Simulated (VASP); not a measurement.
# PdC18 in VASP: notebook, part 3 of 3

VASP 6.6.1.

## Step 6: Single point, PBE+D3(BJ)

The input, INCAR:

```
ALGO     = Normal         # electronic algorithm
EDIFF    = 1E-7           # SCF threshold, eV
ENCUT    = 520            # plane-wave cutoff, eV
GGA      = PE             # functional
ISIF     = 2              # what is computed and relaxed
ISMEAR   = 0              # smearing method
IVDW     = 12             # dispersion correction
LASPH    = T              # aspherical terms in the spheres
LCHARG   = F              # write CHGCAR
LREAL    = Auto         
LWAVE    = F              # write WAVECAR
NBANDS   = 56             # bands
NELM     = 60             # most SCF steps
PREC     = Accurate       # precision mode
SIGMA    = 0.02           # smearing width, eV
```

The input, KPOINTS:

```
k-points
0
Gamma
  2 2 1
```

The input, POSCAR:

```
PdC18
1.0
    7.3980000000      0.0000000000      0.0000000000
   -3.6990000000      6.4068560000      0.0000000000
    0.0000000000      0.0000000000     12.0000000000
C Pd
18 1
Direct
   -0.0031585974     -0.0060552321      0.0911032500
    0.2207722674      0.1061000903      0.0861917500
   -0.0027303530      0.3304814405      0.0838550833
    0.2187526276      0.4391570530      0.0793626667
   -0.0035363491      0.6619635278      0.0808797500
    0.2185040331      0.7721437785      0.0812533333
    0.3303848686     -0.0046133392      0.0827973333
    0.5518152006      0.1052165056      0.0832685000
    0.3303544264      0.3298088797      0.0813359167
    0.5518603751      0.4387496769      0.0805237500
    0.3298019926      0.6623339123      0.0794963333
    0.5515779277      0.7718414461      0.0813802500
    0.6616032854     -0.0048658812      0.0860834167
    0.8844992989      0.1064241182      0.0926535000
    0.6631504549      0.3288040187      0.0826062500
    0.8850966166      0.4385049391      0.0818311667
    0.6627468311      0.6617969875      0.0801785000
    0.8839853687      0.7694870932      0.0828984167
    0.9833819125      1.0523342494      0.2623003333
```

Potentials or basis: VASP PAW PBE potentials, release 64 (C, Pd).

The run is started by

```console
> cat potpaw_PBE.64/C/POTCAR potpaw_PBE.64/Pd/POTCAR > POTCAR
> mpirun -np 1 vasp_std > vasp.out
```

OUTCAR:

```text
EDIFF = 1E-7
   ENCUT = 520
   GGA = PE
   ISIF = 2
   ISMEAR = 0
   IVDW = 12
   LASPH = T
   LREAL = Auto
   NELM = 60
   PREC = Accurate
 IVDW          = 12

 ion  position               nearest neighbor table
   1  0.997  0.994  0.091-   2 1.44  14 1.44  18 1.44  19 2.11
   2  0.221  0.106  0.086-   7 1.41   9 1.43   1 1.44  19 2.65
   3  0.997  0.330  0.084-  16 1.41   4 1.42  14 1.44
   4  0.219  0.439  0.079-   9 1.42   3 1.42  11 1.43
   5  0.996  0.662  0.081-  18 1.41   6 1.42  16 1.43
   6  0.219  0.772  0.081-  11 1.42   5 1.42   7 1.43
   7  0.330  0.995  0.083-   2 1.41   8 1.42   6 1.43
   8  0.552  0.105  0.083-  13 1.41   7 1.42  15 1.43
   9  0.330  0.330  0.081-   4 1.42  10 1.42   2 1.43
  10  0.552  0.439  0.081-  15 1.42   9 1.42  17 1.43
  11  0.330  0.662  0.079-   6 1.42  12 1.42   4 1.43
  12  0.552  0.772  0.081-  17 1.42  11 1.42  13 1.43
  13  0.662  0.995  0.086-   8 1.41  14 1.43  12 1.43
  14  0.884  0.106  0.093-  13 1.43   3 1.44   1 1.44  19 2.27
  15  0.663  0.329  0.083-  10 1.42  16 1.42   8 1.43
  16  0.885  0.439  0.082-   3 1.41  15 1.42   5 1.43
  17  0.663  0.662  0.080-  12 1.42  18 1.42  10 1.43
  18  0.884  0.769  0.083-   5 1.41  17 1.42   1 1.44
  19  0.983  0.052  0.262-   1 2.11  14 2.27   2 2.65

  LATTYP: Found a hexagonal cell.
 ALAT       =     7.3980000000
 C/A-ratio  =     1.6220600162

  Lattice vectors:

 A1 = (   7.3980000000,   0.0000000000,   0.0000000000)
 A2 = (  -3.6990000000,   6.4068560000,   0.0000000000)
 A3 = (   0.0000000000,   0.0000000000,  12.0000000000)

Analysis of symmetry for initial positions (statically):
=====================================================================
 Subroutine PRICEL returns:
 Original cell was already a primitive cell.

 Routine SETGRP: Setting up the symmetry group for a
 hexagonal supercell.

 Subroutine GETGRP returns: Found  1 space group operations
 (whereof  1 operations were pure point group operations)
 out of a pool of 24 trial point group operations.

The static configuration has the point symmetry C_1 .

Analysis of symmetry for dynamics (positions and initial velocities):
=====================================================================
 Subroutine PRICEL returns:
 Original cell was already a primitive cell.

 Routine SETGRP: Setting up the symmetry group for a
 hexagonal supercell.

 Subroutine GETGRP returns: Found  1 space group operations
 (whereof  1 operations were pure point group operations)
 out of a pool of 24 trial point group operations.

The dynamic configuration has the point symmetry C_1 .

 Subroutine INISYM returns: Found  1 space group operations
 (whereof  1 operations are pure point group operations),
 and found     1 'primitive' translations

----------------------------------------------------------------------------------------

                                     Primitive cell

  volume of cell :     568.7750

  direct lattice vectors                    reciprocal lattice vectors
     7.398000000  0.000000000  0.000000000     0.135171668  0.078041398  0.000000000
    -3.699000000  6.406856000  0.000000000     0.000000000  0.156082796  0.000000000
     0.000000000  0.000000000 12.000000000     0.000000000  0.000000000  0.083333333

  length of vectors
[... 75 lines left out ...]
  0.000000  0.500000  0.000000      1.000000
  0.500000  0.500000  0.000000      1.000000
   k-points           NKPTS =      4   k-points in BZ     NKDIM =      4   number of bands    NBANDS=     56
   number of dos      NEDOS =    301   number of ions     NIONS =     19
   total plane-waves  NPLWV = 282240
   dimension x,y,z NGX =    56 NGY =   56 NGZ =   90
   dimension x,y,z NGXF=   112 NGYF=  112 NGZF=  180
   ions per type =              18   1
   NGX,Y,Z   is equivalent  to a cutoff of  12.58, 12.58, 12.47 a.u.
   NGXF,Y,Z  is equivalent  to a cutoff of  25.17, 25.17, 24.94 a.u.
 SYSTEM =  unknown system
   PREC   = accura    normal or accurate (medium, high low for compatibility)
   ISTART =      0    job   : 0-new  1-cont  2-samecut
   ICHARG =      2    charge: 1-file 2-atom 10-const
   ISPIN  =      1    spin polarized calculation?
   LNONCOLLINEAR =      F non collinear calculations
   LSORBIT =      F    spin-orbit coupling
   LASPH  =      T    aspherical Exc in radial PAW
   ENCUT  =  520.0 eV  38.22 Ry    6.18 a.u.  13.76 13.76 22.31*2*pi/ulx,y,z
   NELM   =     60;   NELMIN=  2; NELMDL= -5     # of ELM steps
   EDIFF  = 0.1E-06   stopping-criterion for ELM
   LREAL  =      T    real-space projection
   EDIFFG = 0.1E-05   stopping-criterion for IOM
   NSW    =      0    number of steps for IOM
   IBRION =     -1    ionic relax: 0-MD 1-quasi-New 2-CG
   NFREE  =      0    steps in history (QN), initial steepest desc. (CG)
   ISIF   =      2    stress and relaxation
   ISYM   =      2    0-nonsym 1-usesym 2-fastsym
   POTIM  = 0.5000    time-step for ionic-motion
   TEBEG  =    0.0;   TEEND  =   0.0 temperature during run
   PSTRESS=    0.0 pullay stress
   NELECT =      82.0000    total number of electrons
   NUPDOWN=      -1.0000    fix difference up-down
   EMIN   =  10.00;   EMAX   =-10.00  energy-range for DOS
   EFERMI =   0.00;   METHOD = LEGACY
   ISMEAR =     0;   SIGMA  =   0.02  broadening in eV -4-tet -1-fermi 0-gaus
   EFERMI_NEDOS =   21; number of points for ismear=-14 and -15
   IALGO  =     38    algorithm
   IMIX   =      4    mixing-type and parameters
     AMIX     =   0.40;   BMIX     =  1.00
     AMIX_MAG =   1.60;   BMIX_MAG =  1.00
  volume/ion in A,a.u.               =      29.94       202.01
  Fermi-wavevector in a.u.,A,eV,Ry     =   0.858419  1.622176 10.025902  0.736883
  Thomas-Fermi vector in A             =   1.975621
   LORBIT       =      0    0 simple, 1 ext, 2 COOP (PROOUT), +10 PAW based schemes
   GGA     = PE    functional components
   LHFCALC =     F    Hartree Fock is set to
   AEXX    =    0.0000 exact exchange contribution
   IVDW    =    12    specifies the selected vdW correction
   LEPSILON=     F    determine dielectric tensor
   LRPA    =     F    only Hartree local field effects (RPA)
 non-spin polarized calculation
 Gauss-broadening in eV      SIGMA  =   0.02
  energy-cutoff  :      520.00
  volume of cell :      568.78
 maximum number of plane-waves:     15363
 NGX is ok and might be reduce to    56
   NGX = 27   NGY = 27   NGZ = 45

 number of electron      82.0000002 magnetization

 Free energy of the ion-electron system (eV)
  ---------------------------------------------------
  ext. energy  EPLUGINS =         0.00000000
  ---------------------------------------------------
  free energy    TOTEN  =      -168.26598093 eV

  energy without entropy =     -168.26596623  energy(sigma->0) =     -168.26597358

 E-fermi :  -0.9534     XC(G=0):  -4.1377

 val. band max:       -1.0021608062   @ k =   0.0000   0.0000   0.0000
 cond. band min:      -0.9045907583   @ k =   0.0000   0.0000   0.0000
 fundamental gap:      0.0975700478
 Fermi energy:        -0.9533757827

 k-point     1 :       0.0000    0.0000    0.0000
  band No.  band energies     occupation
      1     -20.6720      2.00000
      2     -18.2637      2.00000
      3     -18.1112      2.00000
      4     -18.0603      2.00000
      5     -18.0361      2.00000
      6     -18.0134      2.00000
[... 213 lines left out ...]
     52       3.9410      0.00000
     53       4.1901      0.00000
 [bands above 53 left out]

------------------------ aborting loop because EDIFF is reached ----------------------------------------

 Edisp (eV)   -1.88077

 E8    (eV) :    -0.6113

  FORCE on cell =-STRESS in cart. coord.  units (eV):
  Direction    XX          YY          ZZ          XY          YZ          ZX
  --------------------------------------------------------------------------------------
  -------------------------------------------------------------------------------------
  Total       0.61513     7.19378    -0.10704     1.32221    -0.00033    -0.28058
  in kB       1.73275    20.26409    -0.30152     3.72453    -0.00093    -0.79036
  external pressure =        7.23 kB  Pullay stress =        0.00 kB

 VOLUME and BASIS-vectors are now :
 -----------------------------------------------------------------------------
  energy-cutoff  :      520.00
  volume of cell :      568.78
      direct lattice vectors                 reciprocal lattice vectors
     7.398000000  0.000000000  0.000000000     0.135171668  0.078041398  0.000000000
    -3.699000000  6.406856000  0.000000000     0.000000000  0.156082796  0.000000000
     0.000000000  0.000000000 12.000000000     0.000000000  0.000000000  0.083333333

 POSITION                                       TOTAL-FORCE (eV/Angst)
 -----------------------------------------------------------------------------------
      3.69803      6.36806      1.09324         0.015407     -0.015971     -0.007000
      1.24081      0.67977      1.03430         0.014930      0.013836     -0.016792
      6.15535      2.11735      1.00626         0.006922      0.007033      0.001111
     -0.00611      2.81362      0.95235         0.012798      0.003209     -0.005289
      4.92324      4.24110      0.97056         0.004582     -0.002024      0.001960
     -1.23967      4.94701      0.97504         0.010839     -0.005403      0.003342
[... 11 lines left out ...]
      3.69339      4.92999      0.99478         0.015495     -0.003439     -0.001458
      7.08148      0.33530      3.14760        -0.127174      0.000395      0.030468
 -----------------------------------------------------------------------------------
    total drift:                               -0.006759     -0.002611      0.029654

  FREE ENERGIE OF THE ION-ELECTRON SYSTEM (eV)
  ---------------------------------------------------
  free  energy   TOTEN  =      -170.1467492289 eV

  energy  without entropy=     -170.1467345262  energy(sigma->0) =     -170.14674188
```

Run time: 3.3 min. Hardware: 1 thread of AMD EPYC 9R45 (Zen 5), shared host; peak memory 0.56 GiB.

Results:

```yaml
Free_energy: -170.1467 eV
Largest_force: 0.131 eV/Å
Band_gap_on_the_k_mesh: 0.10 eV
Dispersion_energy_per_atom: -0.099 eV
```

Forces on the atoms (eV/Å):
```
C    0.015 -0.016 -0.007
C    0.015  0.014 -0.017
C    0.007  0.007  0.001
C    0.013  0.003 -0.005
C    0.005 -0.002  0.002
C    0.011 -0.005  0.003
C    0.003  0.001 -0.015
C    0.009  0.002 -0.005
C   -0.002  0.002 -0.008
C    0.016  0.003 -0.003
C   -0.003 -0.008  0.000
C    0.014 -0.003 -0.003
C   -0.002 -0.001  0.001
C    0.001  0.016  0.025
C    0.000 -0.003 -0.003
C    0.013 -0.002  0.001
C   -0.001 -0.005  0.004
C    0.015 -0.003 -0.001
Pd  -0.127  0.000  0.030
```

Levels at points of the mesh, in eV from the valence-band top:
```tsv
k point	band 39	band 40	band 41	band 42	band 43	band 44
(0.00, 0.00, 0.00)	-1.47	-0.12	0.00	0.10	0.25	0.90
(0.50, 0.00, 0.00)	-1.47	-1.29	-1.07	0.94	1.58	2.34
(0.00, 0.50, 0.00)	-1.49	-1.27	-1.07	0.95	1.66	2.38
(0.50, 0.50, 0.00)	-1.34	-1.24	-1.16	0.88	1.60	2.31
```

Caveat: the k points lie up to 0.49 Å⁻¹ apart; there is no dipole correction, which matters where the two faces differ.

## Step 7: Single point, PBE+D3(BJ)

The input, INCAR:

```
SYSTEM = PdC18
  PREC = Accurate
  ENCUT = 520
  EDIFF = 1E-6
  ISMEAR = 0
  SIGMA = 0.02
  LREAL = Auto
  LASPH = .TRUE.
  NELM = 80
  ALGO = Normal
  ISIF = 2
  LWAVE = .FALSE.
  LCHARG = .TRUE.
  GGA = PE
  IVDW = 12
  LELF = .TRUE.
  LVHAR = .TRUE.
  NBANDS = 56
```

The input, KPOINTS:

```
regular mesh
0
G
  2 2 1
  0 0 0
```

The input, POSCAR:

```
PdC18
1.0
    7.3980000000      0.0000000000      0.0000000000
   -3.6990000000      6.4068560000      0.0000000000
    0.0000000000      0.0000000000     12.0000000000
C Pd
18 1
Direct
   -0.0049226504     -0.0060561686      0.0911040833
    0.2199006011      0.1064197478      0.0926496667
   -0.0025649068      0.3298104406      0.0813366667
    0.2183864670      0.4391533070      0.0793600833
   -0.0029732130      0.6617962071      0.0801724167
    0.2182511438      0.7718383244      0.0813721667
    0.3315197605     -0.0048636960      0.0860784167
    0.5513814848      0.1052111988      0.0832645000
    0.3311973332      0.3304895568      0.0838529167
    0.5513930022      0.4385072803      0.0818259167
    0.3305204622      0.6623364096      0.0794952500
    0.5516258993      0.7721398764      0.0812581667
    0.6629834256     -0.0046100615      0.0828005000
    0.8832983861      0.1060985295      0.0862050833
    0.6636418248      0.3288043309      0.0826017500
    0.8848652704      0.4387440579      0.0805208333
    0.6634898563      0.6619713320      0.0808790000
    0.8834764306      0.7694838155      0.0828914167
    1.0667250786      1.0523387758      0.2623307500
```

Potentials or basis: VASP PAW PBE potentials, release 64 (C, Pd).

The run is started by

```console
> cat potpaw_PBE.64/C/POTCAR potpaw_PBE.64/Pd/POTCAR > POTCAR
> mpirun -np 1 vasp_std > vasp.out
```

OUTCAR:

```text
SYSTEM = PdC18
   PREC = Accurate
   ENCUT = 520
   EDIFF = 1E-6
   ISMEAR = 0
   LREAL = Auto
   LASPH = .TRUE.
   NELM = 80
   ISIF = 2
   GGA = PE
   IVDW = 12
 IVDW          = 12

 ion  position               nearest neighbor table
   1  0.995  0.994  0.091-  14 1.44   2 1.44  18 1.44  19 2.11
   2  0.220  0.106  0.093-   7 1.43   9 1.44   1 1.44  19 2.27
   3  0.997  0.330  0.081-   4 1.42  16 1.42  14 1.43
   4  0.218  0.439  0.079-   3 1.42   9 1.42  11 1.43
   5  0.997  0.662  0.080-   6 1.42  18 1.42  16 1.43
   6  0.218  0.772  0.081-   5 1.42  11 1.42   7 1.43
   7  0.332  0.995  0.086-   8 1.41   2 1.43   6 1.43
[... 453 lines left out ...]
  Total       0.61902     7.18273    -0.11333    -1.31376    -0.00998     0.27304
  in kB       1.74371    20.23297    -0.31924    -3.70072    -0.02811     0.76911
  external pressure =        7.22 kB  Pullay stress =        0.00 kB

 VOLUME and BASIS-vectors are now :
 -----------------------------------------------------------------------------
  energy-cutoff  :      520.00
  volume of cell :      568.78
      direct lattice vectors                 reciprocal lattice vectors
     7.398000000  0.000000000  0.000000000     0.135171668  0.078041398  0.000000000
    -3.699000000  6.406856000  0.000000000     0.000000000  0.156082796  0.000000000
     0.000000000  0.000000000 12.000000000     0.000000000  0.000000000  0.083333333

 POSITION                                       TOTAL-FORCE (eV/Angst)
 -----------------------------------------------------------------------------------
      3.68498      6.36805      1.09325        -0.016747     -0.011369     -0.005054
      1.23318      0.68182      1.11180        -0.003915      0.015703      0.024550
      6.15906      2.11305      0.97604         0.008715      0.001942     -0.006986
     -0.00880      2.81359      0.95232        -0.017178      0.005655     -0.004158
      4.92802      4.24003      0.96207         0.003317     -0.004326     -0.000695
     -1.24041      4.94506      0.97647        -0.014508     -0.005001      0.003539
[... 11 lines left out ...]
      3.68964      4.92997      0.99470        -0.011894      0.000526      0.000534
      0.30003      0.33533      3.14797         0.125191     -0.000768      0.025160
 -----------------------------------------------------------------------------------
    total drift:                                0.003493     -0.013979      0.023589

  FREE ENERGIE OF THE ION-ELECTRON SYSTEM (eV)
  ---------------------------------------------------
  free  energy   TOTEN  =      -170.1465619916 eV

  energy  without entropy=     -170.1465485466  energy(sigma->0) =     -170.14655527
```

stdout:

```text
POSCAR found type information on POSCAR C Pd
 POSCAR found :  2 types and      19 ions
 scaLAPACK will be used
 LDA part: xc-table for (Slater+PW92), standard interpolation
 POSCAR, INCAR and KPOINTS ok, starting setup
 FFT: planning ... GRIDC
 FFT: planning ... GRID_SOFT
 FFT: planning ... GRID
 WAVECAR not read
 entering main loop
```

It took 3.4 min on 1 thread of AMD EPYC 9R45 (Zen 5), shared host; peak memory 0.55 GiB.

What came out:

* Free energy: -170.1466 eV
* Largest force: 0.128 eV/Å
* Band gap on the k mesh: 0.10 eV
* Dispersion energy per atom: -0.099 eV

Forces on the atoms (eV/Å):
```
C   -0.017 -0.011 -0.005
C   -0.004  0.016  0.025
C    0.009  0.002 -0.007
C   -0.017  0.006 -0.004
C    0.003 -0.004 -0.001
C   -0.015 -0.005  0.004
C    0.003 -0.002  0.002
C   -0.015 -0.002 -0.006
C   -0.002  0.000  0.004
C   -0.007  0.007  0.001
C   -0.004 -0.011  0.000
C   -0.009  0.002 -0.003
C   -0.006 -0.006 -0.013
C   -0.014  0.015 -0.022
C   -0.007 -0.005 -0.002
C   -0.007  0.005 -0.005
C   -0.006 -0.006  0.006
C   -0.012  0.001  0.001
Pd   0.125 -0.001  0.025
```

Caveat: the k points lie up to 0.49 Å⁻¹ apart; there is no dipole correction, which matters where the two faces differ.

## Step 8: The runs side by side

```tsv
cell	gap on the mesh (eV)	largest force (eV/Å)
as given, atomic positions A	0.14	0.10
as given, atomic positions B	0.10	0.13
as given, atomic positions C	0.10	0.13
as given, atomic positions D	0.10	0.13
as given, atomic positions E	0.10	0.13
as given, atomic positions F	0.10	0.13
```

Alike in all rows: task single point; level PBE+D3(BJ); potentials or basis VASP PAW PBE potentials, release 64 (C, Pd); no spin polarisation; k mesh 2 × 2 × 1; cutoff (eV) 520; smearing gaussian 0.02 eV.

Caveats: all runs use coarse meshes; there is no dipole correction, which matters where the two faces differ.

Absolute energies hang on the potentials; compare differences alone.
